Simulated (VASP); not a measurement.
# Fe (Fm-3m) in VASP: single point with LDA

Aim: the single point of Fe with LDA.

Program: VASP 6.6.1. These are calculated values, not measurements. Logs are shortened: lines on timing, memory, paths and dates and some standing lists are left out, and cuts for length are marked.

### Step 1. The cell of the first run

It takes space group Fm-3m (No. 225, cubic). Conventional cell: a = 3.708 Å, b = 3.708 Å, c = 3.708 Å, α = 90.00°, β = 90.00°, γ = 90.00°. Fe (site symmetry m-3m) has 12 Fe at 2.62 Å within 3.5 Å.

This isn't the form of Fe at room conditions, which is bcc.

### Step 2. Single point, LDA, non-collinear spin, typed start

INCAR reads:

```
SYSTEM = Fe
PREC = Accurate
ENCUT = 540
EDIFF = 1E-6
ISMEAR = 0
SIGMA = 0.1
LREAL = .False.
LASPH = .True.
NELM = 300
ALGO = All
ISIF = 2
LWAVE = .False.
LCHARG = .False.
LNONCOLLINEAR = .True.
MAGMOM = 0.637 -0.326 0.546 -0.606 -1.366 0.129 -1.285 -0.412 -1.338 -1.228 -0.209 -1.157
LORBIT = 11
LMAXMIX = 4
GGA = CA
NBANDS = 46
GGA_COMPAT = .False.
ISEARCH = 1
KPAR = 4
```

KPOINTS reads:

```
regular mesh
0
Gamma
  3 3 3
  0 0 0
```

POSCAR reads:

```
Fe
1.0
    3.7085000000      0.0000000000      0.0000000000
    0.0000000000      3.7085000000      0.0000000000
    0.0000000000      0.0000000000      3.7085000000
Fe
4
Direct
    0.0000000000      0.0000000000      0.0000000000
    0.0000000000      0.5000000000      0.5000000000
    0.5000000000      0.0000000000      0.5000000000
    0.5000000000      0.5000000000      0.0000000000
```

Potentials or basis: VASP PAW LDA potentials, release 64 (Fe).

Run with:

```sh
$ cat potpaw_LDA.64/Fe/POTCAR > POTCAR
$ mpirun -np 4 vasp_ncl > vasp.out
```

OUTCAR:

```text
SYSTEM = Fe
   PREC = Accurate
   ENCUT = 540
   EDIFF = 1E-6
   ISMEAR = 0
   LREAL = .False.
   LASPH = .True.
   NELM = 300
   ISIF = 2
   LNONCOLLINEAR = .True.
   LORBIT = 11
   GGA = CA

 ion  position               nearest neighbor table
   1  0.000  0.000  0.000-   2 2.62   3 2.62   4 2.62   2 2.62   3 2.62   2 2.62   4 2.62   2 2.62
                             3 2.62   4 2.62   3 2.62   4 2.62
   2  0.000  0.500  0.500-   1 2.62   3 2.62   4 2.62   1 2.62   4 2.62   1 2.62   3 2.62   1 2.62
                             3 2.62   4 2.62   4 2.62   3 2.62
   3  0.500  0.000  0.500-   1 2.62   2 2.62   4 2.62   1 2.62   4 2.62   2 2.62   4 2.62   4 2.62
                             1 2.62   2 2.62   1 2.62   2 2.62
   4  0.500  0.500  0.000-   1 2.62   2 2.62   3 2.62   2 2.62   3 2.62   1 2.62   3 2.62   3 2.62
                             1 2.62   2 2.62   2 2.62   1 2.62

  LATTYP: Found a simple cubic cell.
 ALAT       =     3.7085000000

  Lattice vectors:

 A1 = (   3.7085000000,   0.0000000000,   0.0000000000)
 A2 = (   0.0000000000,   3.7085000000,   0.0000000000)
 A3 = (   0.0000000000,   0.0000000000,   3.7085000000)

Analysis of symmetry for initial positions (statically):
=====================================================================
 Subroutine PRICEL returns following result:

  LATTYP: Found a face centered cubic cell.
 ALAT       =     3.7085000000

  Lattice vectors:

 A1 = (   1.8542500000,  -1.8542500000,   0.0000000000)
 A2 = (   1.8542500000,   0.0000000000,   1.8542500000)
 A3 = (   0.0000000000,  -1.8542500000,   1.8542500000)

   4 primitive cells build up your supercell.

 Routine SETGRP: Setting up the symmetry group for a
 simple cubic supercell.

 Subroutine GETGRP returns: Found 48 space group operations
 (whereof 48 operations were pure point group operations)
 out of a pool of 48 trial point group operations.

The static configuration has the point symmetry O_h .

Analysis of symmetry for dynamics (positions and initial velocities):
=====================================================================
 Subroutine PRICEL returns following result:

  LATTYP: Found a face centered cubic cell.
 ALAT       =     3.7085000000

  Lattice vectors:

 A1 = (   1.8542500000,  -1.8542500000,   0.0000000000)
 A2 = (   1.8542500000,   0.0000000000,   1.8542500000)
 A3 = (   0.0000000000,  -1.8542500000,   1.8542500000)

   4 primitive cells build up your supercell.

 Routine SETGRP: Setting up the symmetry group for a
 simple cubic supercell.

 Subroutine GETGRP returns: Found 48 space group operations
 (whereof 48 operations were pure point group operations)
 out of a pool of 48 trial point group operations.

The dynamic configuration has the point symmetry O_h .

Analysis of structural, dynamic, and magnetic symmetry:
=====================================================================
 Subroutine PRICEL returns:
 Original cell was already a primitive cell.

 Routine SETGRP: Setting up the symmetry group for a
 simple cubic supercell.

 Subroutine GETGRP returns: Found  2 space group operations
 (whereof  2 operations were pure point group operations)
 out of a pool of 48 trial point group operations.

The overall configuration has the point symmetry S_2 .

 Subroutine INISYM returns: Found  2 space group operations
 (whereof  2 operations are pure point group operations),
 and found     1 'primitive' translations

----------------------------------------------------------------------------------------

                                     Primitive cell

  volume of cell :      51.0029

  direct lattice vectors                    reciprocal lattice vectors
     3.708500000  0.000000000  0.000000000     0.269650802  0.000000000  0.000000000
     0.000000000  3.708500000  0.000000000     0.000000000  0.269650802  0.000000000
     0.000000000  0.000000000  3.708500000     0.000000000  0.000000000  0.269650802

  length of vectors
     3.708500000  3.708500000  3.708500000     0.269650802  0.269650802  0.269650802

  position of ions in fractional coordinates (direct lattice)
     0.000000000  0.000000000  0.000000000
     0.000000000  0.500000000  0.500000000
     0.500000000  0.000000000  0.500000000
     0.500000000  0.500000000  0.000000000

[... 50 lines left out ...]
   number of dos      NEDOS =    301   number of ions     NIONS =      4
   total plane-waves  NPLWV =  21952
   dimension x,y,z NGX =    28 NGY =   28 NGZ =   28
   dimension x,y,z NGXF=    56 NGYF=   56 NGZF=   56
   ions per type =               4
   NGX,Y,Z   is equivalent  to a cutoff of  12.55, 12.55, 12.55 a.u.
   NGXF,Y,Z  is equivalent  to a cutoff of  25.10, 25.10, 25.10 a.u.
 SYSTEM =  Fe
   PREC   = accura    normal or accurate (medium, high low for compatibility)
   ISTART =      0    job   : 0-new  1-cont  2-samecut
   ICHARG =      2    charge: 1-file 2-atom 10-const
   ISPIN  =      1    spin polarized calculation?
   LNONCOLLINEAR =      T non collinear calculations
   LSORBIT =      F    spin-orbit coupling
   LASPH  =      T    aspherical Exc in radial PAW
   ENCUT  =  540.0 eV  39.69 Ry    6.30 a.u.   7.03  7.03  7.03*2*pi/ulx,y,z
   NELM   =    300;   NELMIN=  2; NELMDL= -5     # of ELM steps
   EDIFF  = 0.1E-05   stopping-criterion for ELM
   LREAL  =      F    real-space projection
   EDIFFG = 0.1E-04   stopping-criterion for IOM
   NSW    =      0    number of steps for IOM
   IBRION =     -1    ionic relax: 0-MD 1-quasi-New 2-CG
   NFREE  =      0    steps in history (QN), initial steepest desc. (CG)
   ISIF   =      2    stress and relaxation
   ISYM   =      2    0-nonsym 1-usesym 2-fastsym
   POTIM  = 0.5000    time-step for ionic-motion
   TEBEG  =    0.0;   TEEND  =   0.0 temperature during run
   PSTRESS=    0.0 pullay stress
   NELECT =      32.0000    total number of electrons
   NUPDOWN=      -1.0000    fix difference up-down
   EMIN   =  10.00;   EMAX   =-10.00  energy-range for DOS
   EFERMI =   0.00;   METHOD = LEGACY
   ISMEAR =     0;   SIGMA  =   0.10  broadening in eV -4-tet -1-fermi 0-gaus
   EFERMI_NEDOS =   21; number of points for ismear=-14 and -15
   IALGO  =     58    algorithm
   IMIX   =      4    mixing-type and parameters
     AMIX     =   0.40;   BMIX     =  1.00
     AMIX_MAG =   1.60;   BMIX_MAG =  1.00
  volume/ion in A,a.u.               =      12.75        86.05
  Fermi-wavevector in a.u.,A,eV,Ry     =   1.401500  2.648452 26.724607  1.964203
  Thomas-Fermi vector in A             =   2.524355
   LORBIT       =     11    0 simple, 1 ext, 2 COOP (PROOUT), +10 PAW based schemes
   GGA     = CA    functional components
   LHFCALC =     F    Hartree Fock is set to
   AEXX    =    0.0000 exact exchange contribution
   IVDW    =     0    specifies the selected vdW correction
   LEPSILON=     F    determine dielectric tensor
   LRPA    =     F    only Hartree local field effects (RPA)
 Gauss-broadening in eV      SIGMA  =   0.10
  energy-cutoff  :      540.00
  volume of cell :       51.00
 maximum number of plane-waves:      2926
   NGX = 15   NGY = 15   NGZ = 15

 number of electron      32.0000042 magnetization      -2.5287071     -8.1234255     -1.8682569

 Free energy of the ion-electron system (eV)
  ---------------------------------------------------
  ext. energy  EPLUGINS =         0.00000000
  ---------------------------------------------------
  free energy    TOTEN  =       -35.43954654 eV

  energy without entropy =      -35.42611052  energy(sigma->0) =      -35.43282853

 E-fermi :   4.6269     XC(G=0): -12.7771

 val. band max:        4.5601306182   @ k =   0.0000   0.0000   0.3333
 cond. band min:       4.7517669023   @ k =   0.0000   0.3333   0.0000
 fundamental gap:      0.1916362841
 Fermi energy:         4.6269032572

 k-point     1 :       0.0000    0.0000    0.0000
  band No.  band energies     occupation
      1      -3.3218      1.00000
      2      -2.9714      1.00000
      3       0.1602      1.00000
      4       0.1604      1.00000
      5       0.1746      1.00000
      6       0.7601      1.00000
[... 647 lines left out ...]
     43       6.6574      0.00000
     44       6.6630      0.00000
 [bands above 44 left out]

------------------------ aborting loop because EDIFF is reached ----------------------------------------

  FORCE on cell =-STRESS in cart. coord.  units (eV):
  Direction    XX          YY          ZZ          XY          YZ          ZX
  --------------------------------------------------------------------------------------
  -------------------------------------------------------------------------------------
  Total       -8.9992159     -9.0008638     -8.9999970      0.0000226     -0.0000540      0.0000333
  in kB     -282.6964831   -282.7482491   -282.7210197      0.0007085     -0.0016951      0.0010472
  external PRESSURE =    -282.7219173 kB  Pullay stress =       0.0000000 kB

 VOLUME and BASIS-vectors are now :
 -----------------------------------------------------------------------------
  energy-cutoff  :      540.00
  volume of cell :       51.00
      direct lattice vectors                 reciprocal lattice vectors
     3.708500000  0.000000000  0.000000000     0.269650802  0.000000000  0.000000000
     0.000000000  3.708500000  0.000000000     0.000000000  0.269650802  0.000000000
     0.000000000  0.000000000  3.708500000     0.000000000  0.000000000  0.269650802

 POSITION                                       TOTAL-FORCE (eV/Angst)
 -----------------------------------------------------------------------------------
      0.00000      0.00000      0.00000         0.000000      0.000000      0.000000
      0.00000      1.85425      1.85425         0.000000      0.000000      0.000000
      1.85425      0.00000      1.85425         0.000000      0.000000      0.000000
      1.85425      1.85425      0.00000         0.000000      0.000000      0.000000
 -----------------------------------------------------------------------------------
    total drift:                                0.000000      0.000000      0.000000

  FREE ENERGIE OF THE ION-ELECTRON SYSTEM (eV)
  ---------------------------------------------------
  free  energy   TOTEN  =       -35.4395465381 eV

  energy  without entropy=      -35.4261138515  energy(sigma->0) =      -35.43283019

 total charge

# of ion       s       p       d       tot
------------------------------------------
    1        0.456   0.457   6.141   7.054
    2        0.452   0.451   6.165   7.067
    3        0.451   0.451   6.165   7.067
    4        0.451   0.451   6.165   7.067
--------------------------------------------------
tot          1.810   1.809  24.635  28.255

 magnetization (x)

# of ion       s       p       d       tot
------------------------------------------
    1        0.017   0.033   0.834   0.885
    2       -0.001   0.003  -1.170  -1.168
    3       -0.000   0.004  -1.111  -1.108
    4       -0.000   0.003  -1.125  -1.122
--------------------------------------------------
tot          0.016   0.043  -2.572  -2.513

 magnetization (y)

# of ion       s       p       d       tot
------------------------------------------
    1        0.009   0.032  -2.252  -2.211
    2        0.012   0.035  -1.997  -1.949
    3        0.012   0.035  -2.002  -1.955
    4        0.012   0.035  -2.002  -1.954
--------------------------------------------------
tot          0.045   0.137  -8.252  -8.069

 magnetization (z)

# of ion       s       p       d       tot
------------------------------------------
    1        0.010   0.020   0.334   0.365
    2        0.001   0.005  -0.700  -0.695
    3        0.000   0.003  -0.774  -0.771
    4        0.000   0.004  -0.759  -0.755
--------------------------------------------------
tot          0.011   0.032  -1.900  -1.856
```

Run time: 2.8 min. Hardware: 4 MPI ranks of Intel Xeon Platinum 8488C (Sapphire Rapids), shared host; peak memory 0.29 GiB.

What came out:

```
Free energy                                           : -35.4395 eV
Pressure                                              : -28.3 GPa
Band gap on the k mesh                                : zero (bands 32 and 33 overlap by 1.27 eV)
Net moment                                            : 8.71 μB per cell
Valence electrons inside the program's atomic spheres : Fe 7.05, 7.07 (each value once)
```

Moments on the atoms (μB; x, y, z):
```
Fe   0.89 -2.21  0.36
Fe  -1.17 -1.95 -0.69
Fe  -1.11 -1.96 -0.77
Fe  -1.12 -1.95 -0.76
```

Caveat: the k points lie up to 0.56 Å⁻¹ apart, too coarse for converged energies and pressures of a metal.

The gap in the log of VASP goes by the Fermi energy; the results here count the filled bands.